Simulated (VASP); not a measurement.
# Pr2B (P-3m1) in VASP: further runs

Pr2B is run at these levels: PBE; tasks: single point.

All numbers are computed with VASP 6.6.1; they aren't measurements. Logs are shortened: lines on timing, memory, paths and dates and some standing lists are left out, and cuts for length are marked.

## Step 1: The cell of the first run

It takes space group P-3m1 (No. 164, trigonal). Conventional cell: a = 3.883 Å, b = 3.883 Å, c = 6.716 Å, α = 90.00°, β = 90.00°, γ = 120.00°. Within 3.5 Å of Pr (site symmetry 3m) lie 3 B at 2.69 Å. B (site symmetry -3m) has 6 Pr at 2.69 Å within 3.5 Å.

The cell was built from a structure type or drawn by symmetry, and may not be a known phase.

## Step 2: Single point, PBE

File INCAR:

```
  PREC = Accurate
  ENCUT = 500
  EDIFF = 1E-6
  ISMEAR = 0
  SIGMA = 0.2
  LREAL = F
  LASPH = T
  NELM = 200
  ALGO = Normal
  ISIF = 2
  LWAVE = F
  LCHARG = F
  GGA = PE
  NBANDS = 20
  GGA_COMPAT = F
  LMAXMIX = 6
```

File KPOINTS:

```
Automatic mesh
0
Gamma
  6 6 4
```

File POSCAR:

```
Pr2B
1.0
    3.8827887493      0.0000000000      0.0000000000
   -1.9413943746      3.3625936944      0.0000000000
    0.0000000000      0.0000000000      6.7159865966
Pr B
2 1
Direct
    0.3333333333      0.6666666667      0.2210451886
    0.6666666667      0.3333333333      0.7789548114
    0.0000000000      0.0000000000      0.0000000000
```

Potentials or basis: VASP PAW PBE potentials, release 64 (Pr_3, B), 4f in core.

Started as:

```
$ cat potpaw_PBE.64/Pr_3/POTCAR potpaw_PBE.64/B/POTCAR > POTCAR
$ mpirun -np 1 vasp_std > vasp.out
```

OUTCAR:

```text
PREC = Accurate
   ENCUT = 500
   EDIFF = 1E-6
   ISMEAR = 0
   LREAL = F
   LASPH = T
   NELM = 200
   ISIF = 2
   GGA = PE

 ion  position               nearest neighbor table
   1  0.333  0.667  0.221-   3 2.69   3 2.69   3 2.69   2 3.72   2 3.72   2 3.72
   2  0.667  0.333  0.779-   3 2.69   3 2.69   3 2.69   1 3.72   1 3.72   1 3.72
   3  0.000  0.000  0.000-   1 2.69   2 2.69   1 2.69   2 2.69   2 2.69   1 2.69

  LATTYP: Found a hexagonal cell.
 ALAT       =     3.8827887493
 C/A-ratio  =     1.7296811725

  Lattice vectors:

 A1 = (   3.8827887493,   0.0000000000,   0.0000000000)
 A2 = (  -1.9413943746,   3.3625936944,   0.0000000000)
 A3 = (   0.0000000000,   0.0000000000,   6.7159865966)

Analysis of symmetry for initial positions (statically):
=====================================================================
 Subroutine PRICEL returns:
 Original cell was already a primitive cell.

 Routine SETGRP: Setting up the symmetry group for a
 hexagonal supercell.

 Subroutine GETGRP returns: Found 12 space group operations
 (whereof 12 operations were pure point group operations)
 out of a pool of 24 trial point group operations.

The static configuration has the point symmetry D_3d.

Analysis of symmetry for dynamics (positions and initial velocities):
=====================================================================
 Subroutine PRICEL returns:
 Original cell was already a primitive cell.

 Routine SETGRP: Setting up the symmetry group for a
 hexagonal supercell.

 Subroutine GETGRP returns: Found 12 space group operations
 (whereof 12 operations were pure point group operations)
 out of a pool of 24 trial point group operations.

The dynamic configuration has the point symmetry D_3d.

 Subroutine INISYM returns: Found 12 space group operations
 (whereof 12 operations are pure point group operations),
 and found     1 'primitive' translations

----------------------------------------------------------------------------------------

                                     Primitive cell

  volume of cell :      87.6855

  direct lattice vectors                    reciprocal lattice vectors
     3.882788749  0.000000000  0.000000000     0.257546847  0.148694741  0.000000000
    -1.941394375  3.362593694  0.000000000     0.000000000  0.297389483  0.000000000
     0.000000000  0.000000000  6.715986597     0.000000000  0.000000000  0.148898451

  length of vectors
     3.882788749  3.882788749  6.715986597     0.297389483  0.297389483  0.148898451

  position of ions in fractional coordinates (direct lattice)
     0.333333333  0.666666667  0.221045189
     0.666666667  0.333333333  0.778954811
     0.000000000  0.000000000  0.000000000

  ion indices of the primitive-cell ions
   primitive index   ion index
                 1           1
                 2           2
                 3           3

----------------------------------------------------------------------------------------

 KPOINTS: Automatic mesh

Automatic generation of k-mesh.
 Grid dimensions read from file:
 generate k-points for:    6    6    4

 Generating k-lattice:

  Cartesian coordinates                     Fractional coordinates (reciprocal lattice)
     0.042924475  0.024782457  0.000000000     0.166666667 -0.000000000  0.000000000
     0.000000000  0.049564914  0.000000000     0.000000000  0.166666667  0.000000000
     0.000000000  0.000000000  0.037224613     0.000000000  0.000000000  0.250000000

  Length of vectors
     0.049564914  0.049564914  0.037224613

  Shift w.r.t. Gamma in fractional coordinates (k-lattice)
     0.000000000  0.000000000  0.000000000

 Subroutine IBZKPT returns following result:
 ===========================================

 Found     24 irreducible k-points:

 Following reciprocal coordinates:
            Coordinates               Weight
  0.000000  0.000000  0.000000      1.000000
  0.166667  0.000000  0.000000      6.000000
  0.333333  0.000000  0.000000      6.000000
  0.500000  0.000000  0.000000      3.000000
  0.166667  0.166667  0.000000      6.000000
  0.333333  0.166667  0.000000     12.000000
[... 16 lines left out ...]
  0.333333  0.166667  0.500000     12.000000
  0.333333  0.333333  0.500000      2.000000
   k-points           NKPTS =     24   k-points in BZ     NKDIM =     24   number of bands    NBANDS=     20
   number of dos      NEDOS =    301   number of ions     NIONS =      3
   total plane-waves  NPLWV =  39200
   dimension x,y,z NGX =    28 NGY =   28 NGZ =   50
   dimension x,y,z NGXF=    56 NGYF=   56 NGZF=  100
   ions per type =               2   1
   NGX,Y,Z   is equivalent  to a cutoff of  11.99, 11.99, 12.38 a.u.
   NGXF,Y,Z  is equivalent  to a cutoff of  23.98, 23.98, 24.75 a.u.
 SYSTEM =  unknown system
   PREC   = accura    normal or accurate (medium, high low for compatibility)
   ISTART =      0    job   : 0-new  1-cont  2-samecut
   ICHARG =      2    charge: 1-file 2-atom 10-const
   ISPIN  =      1    spin polarized calculation?
   LNONCOLLINEAR =      F non collinear calculations
   LSORBIT =      F    spin-orbit coupling
   LASPH  =      T    aspherical Exc in radial PAW
   ENCUT  =  500.0 eV  36.75 Ry    6.06 a.u.   7.08  7.08 12.24*2*pi/ulx,y,z
   NELM   =    200;   NELMIN=  2; NELMDL= -5     # of ELM steps
   EDIFF  = 0.1E-05   stopping-criterion for ELM
   LREAL  =      F    real-space projection
   EDIFFG = 0.1E-04   stopping-criterion for IOM
   NSW    =      0    number of steps for IOM
   IBRION =     -1    ionic relax: 0-MD 1-quasi-New 2-CG
   NFREE  =      0    steps in history (QN), initial steepest desc. (CG)
   ISIF   =      2    stress and relaxation
   ISYM   =      2    0-nonsym 1-usesym 2-fastsym
   POTIM  = 0.5000    time-step for ionic-motion
   TEBEG  =    0.0;   TEEND  =   0.0 temperature during run
   PSTRESS=    0.0 pullay stress
   NELECT =      25.0000    total number of electrons
   NUPDOWN=      -1.0000    fix difference up-down
   EMIN   =  10.00;   EMAX   =-10.00  energy-range for DOS
   EFERMI =   0.00;   METHOD = LEGACY
   ISMEAR =     0;   SIGMA  =   0.20  broadening in eV -4-tet -1-fermi 0-gaus
   EFERMI_NEDOS =   21; number of points for ismear=-14 and -15
   IALGO  =     38    algorithm
   IMIX   =      4    mixing-type and parameters
     AMIX     =   0.40;   BMIX     =  1.00
     AMIX_MAG =   1.60;   BMIX_MAG =  1.00
  volume/ion in A,a.u.               =      29.23       197.24
  Fermi-wavevector in a.u.,A,eV,Ry     =   1.077487  2.036156 15.796078  1.160979
  Thomas-Fermi vector in A             =   2.213400
   LORBIT       =      0    0 simple, 1 ext, 2 COOP (PROOUT), +10 PAW based schemes
   GGA     = PE    functional components
   LHFCALC =     F    Hartree Fock is set to
   AEXX    =    0.0000 exact exchange contribution
   IVDW    =     0    specifies the selected vdW correction
   LEPSILON=     F    determine dielectric tensor
   LRPA    =     F    only Hartree local field effects (RPA)
 non-spin polarized calculation
 Gauss-broadening in eV      SIGMA  =   0.20
  energy-cutoff  :      500.00
  volume of cell :       87.69
 maximum number of plane-waves:      2253
   NGX = 15   NGY = 15   NGZ = 25

 number of electron      25.0000000 magnetization

 Free energy of the ion-electron system (eV)
  ---------------------------------------------------
  ext. energy  EPLUGINS =         0.00000000
  ---------------------------------------------------
  free energy    TOTEN  =       -15.70592179 eV

  energy without entropy =      -15.63149450  energy(sigma->0) =      -15.66870815

 E-fermi :   2.8791     XC(G=0):  -9.2639

 val. band max:        2.8765689946   @ k =   0.3333   0.3333   0.0000
 cond. band min:       2.8798082775   @ k =   0.1667   0.1667   0.0000
 fundamental gap:      0.0032392829
 Fermi energy:         2.8791329827

 k-point     1 :       0.0000    0.0000    0.0000
  band No.  band energies     occupation
      1     -32.9899      2.00000
      2     -32.9145      2.00000
      3     -15.3765      2.00000
      4     -14.7186      2.00000
      5     -14.7186      2.00000
      6     -14.6630      2.00000
[... 12 lines left out ...]
     19       6.7871      0.00000
     20       6.7871      0.00000

 k-point     2 :       0.1667    0.0000    0.0000
  band No.  band energies     occupation
      1     -32.9721      2.00000
      2     -32.9054      2.00000
      3     -15.3249      2.00000
      4     -14.8983      2.00000
      5     -14.7849      2.00000
      6     -14.7725      2.00000
[... 12 lines left out ...]
     19       7.0775      0.00000
     20       7.4781      0.00000

 k-point     3 :       0.3333    0.0000    0.0000
  band No.  band energies     occupation
      1     -32.9334      2.00000
      2     -32.8897      2.00000
      3     -15.2883      2.00000
      4     -15.1915      2.00000
      5     -14.9939      2.00000
      6     -14.8675      2.00000
[... 12 lines left out ...]
     19       7.5308      0.00000
     20       7.9376      0.00000

 k-point     4 :       0.5000    0.0000    0.0000
  band No.  band energies     occupation
      1     -32.9104      2.00000
      2     -32.8854      2.00000
      3     -15.4032      2.00000
      4     -15.2855      2.00000
      5     -14.9707      2.00000
      6     -14.9116      2.00000
[... 12 lines left out ...]
     19       7.8730      0.00000
     20       8.0056      0.00000

 k-point     5 :       0.1667    0.1667    0.0000
  band No.  band energies     occupation
      1     -32.9436      2.00000
      2     -32.8931      2.00000
      3     -15.2659      2.00000
      4     -15.0752      2.00000
      5     -15.0090      2.00000
      6     -14.8155      2.00000
[... 12 lines left out ...]
     19       7.1838      0.00000
     20       8.6097      0.00000
[... 353 lines left out ...]
      6     -14.8860      2.00000
[... 12 lines left out ...]
     19       7.7604      0.00000
     20       7.9356      0.00000

 k-point    22 :       0.1667    0.1667    0.5000
  band No.  band energies     occupation
      1     -32.9379      2.00000
      2     -32.8990      2.00000
      3     -15.2517      2.00000
      4     -15.1139      2.00000
      5     -14.9422      2.00000
      6     -14.7911      2.00000
[... 12 lines left out ...]
     19       7.2047      0.00000
     20       7.7147      0.00000

 k-point    23 :       0.3333    0.1667    0.5000
  band No.  band energies     occupation
      1     -32.9076      2.00000
      2     -32.8882      2.00000
      3     -15.3473      2.00000
      4     -15.2724      2.00000
      5     -15.0110      2.00000
      6     -14.9110      2.00000
[... 12 lines left out ...]
     19       7.6519      0.00000
     20       8.3838      0.00000

 k-point    24 :       0.3333    0.3333    0.5000
  band No.  band energies     occupation
      1     -32.8911      2.00000
      2     -32.8911      2.00000
      3     -15.2331      2.00000
      4     -15.2223      2.00000
      5     -15.2223      2.00000
      6     -15.0361      2.00000
[... 12 lines left out ...]
     19       8.5258      0.00000
     20       8.5258      0.00000

------------------------ aborting loop because EDIFF is reached ----------------------------------------

  FORCE on cell =-STRESS in cart. coord.  units (eV):
  Direction    XX          YY          ZZ          XY          YZ          ZX
  --------------------------------------------------------------------------------------
  -------------------------------------------------------------------------------------
  Total       -0.0814783     -0.0814783      0.1293396     -0.0000000     -0.0000000      0.0000000
  in kB       -1.4887595     -1.4887595      2.3632747     -0.0000000     -0.0000000      0.0000000
  external PRESSURE =      -0.2047481 kB  Pullay stress =       0.0000000 kB

 VOLUME and BASIS-vectors are now :
 -----------------------------------------------------------------------------
  energy-cutoff  :      500.00
  volume of cell :       87.69
      direct lattice vectors                 reciprocal lattice vectors
     3.882788749  0.000000000  0.000000000     0.257546847  0.148694741  0.000000000
    -1.941394375  3.362593694  0.000000000     0.000000000  0.297389483  0.000000000
     0.000000000  0.000000000  6.715986597     0.000000000  0.000000000  0.148898451

 POSITION                                       TOTAL-FORCE (eV/Angst)
 -----------------------------------------------------------------------------------
     -0.00000      2.24173      1.48454        -0.000000      0.000000      0.061499
      1.94139      1.12086      5.23145         0.000000      0.000000     -0.061499
      0.00000      0.00000      0.00000        -0.000000      0.000000      0.000000
 -----------------------------------------------------------------------------------
    total drift:                                0.000000     -0.000000     -0.000000

  FREE ENERGIE OF THE ION-ELECTRON SYSTEM (eV)
  ---------------------------------------------------
  free  energy   TOTEN  =       -15.7059217941 eV

  energy  without entropy=      -15.6314945019  energy(sigma->0) =      -15.66870815
```

Run time: 15 s. Hardware: 1 thread of Intel Xeon 6975P-C (Granite Rapids), shared host; peak memory 0.2 GiB.

What came out:

```yaml
Free_energy: -15.7059 eV
Pressure: 0.0 GPa
Largest_force: 0.061 eV/Å
Band_gap_on_the_k_mesh: zero (an odd number of electrons rules out a gap without spin polarisation)
```

Forces on the atoms (eV/Å):
```
Pr   0.000  0.000  0.061
Pr   0.000  0.000 -0.061
B    0.000  0.000  0.000
```

Stress tensor (GPa, compression positive):
```
-0.15  0.00  0.00
 0.00 -0.15  0.00
 0.00  0.00  0.24
```

Caveat: spin-orbit coupling is left out, which moves the levels of the heavy elements; the 4f electrons are frozen in the core, so they carry no moment and show no levels.

## Step 3: Single point, PBE

File INCAR:

```
PREC     = Accurate       # precision mode
ENCUT    = 500            # plane-wave cutoff, eV
EDIFF    = 1E-6           # SCF threshold, eV
ISMEAR   = 0              # smearing method
SIGMA    = 0.1            # smearing width, eV
LREAL    = False          # projectors in reciprocal space
LASPH    = True           # aspherical terms in the spheres
NELM     = 200            # most SCF steps
ALGO     = Normal         # electronic algorithm
ISIF     = 2              # what is computed and relaxed
LWAVE    = False          # write WAVECAR
LCHARG   = False          # write CHGCAR
GGA      = PE             # functional
NBANDS   = 20             # bands
GGA_COMPAT= False        
LMAXMIX  = 6              # l up to which the mixer works
```

File KPOINTS:

```
regular mesh
0
Gamma
  6 6 4
```

POSCAR is that of step 2.

Potentials or basis: VASP PAW PBE potentials, release 64 (Pr_3, B), 4f in core.

Started as:

```
$ cat potpaw_PBE.64/Pr_3/POTCAR potpaw_PBE.64/B/POTCAR > POTCAR
$ mpirun -np 1 vasp_std > vasp.out
```

It took 18 s on 1 thread of Intel Xeon 6975P-C (Granite Rapids), shared host; peak memory 0.2 GiB.

The run converged. Its results:

```
Free energy            : -15.6781 eV
Pressure               : -0.1 GPa
Largest force          : 0.012 eV/Å
Band gap on the k mesh : zero (an odd number of electrons rules out a gap without spin polarisation)
```

Forces on the atoms (eV/Å):
```
Pr   0.000  0.000  0.012
Pr   0.000  0.000 -0.012
B    0.000  0.000  0.000
```

Levels at points of the mesh, in eV from the Fermi level:
```
           k point  band 11  band 12  band 13  band 14  band 15  band 16
(0.00, 0.00, 0.00)    -0.80    -0.35    -0.35     1.60     2.02     2.02
(0.50, 0.00, 0.00)    -0.64    -0.36    -0.26     0.46     1.06     4.31
(0.00, 0.00, 0.50)    -0.42    -0.42    -0.39     1.02     1.76     1.76
(0.50, 0.00, 0.50)    -0.72    -0.13    -0.05     0.81     0.97     3.32
```

Caveat: spin-orbit coupling is left out, which moves the levels of the heavy elements; the 4f electrons are frozen in the core, so they carry no moment and show no levels. Spin polarisation is off, so any magnetic state and its effect on volume and gap are missing.
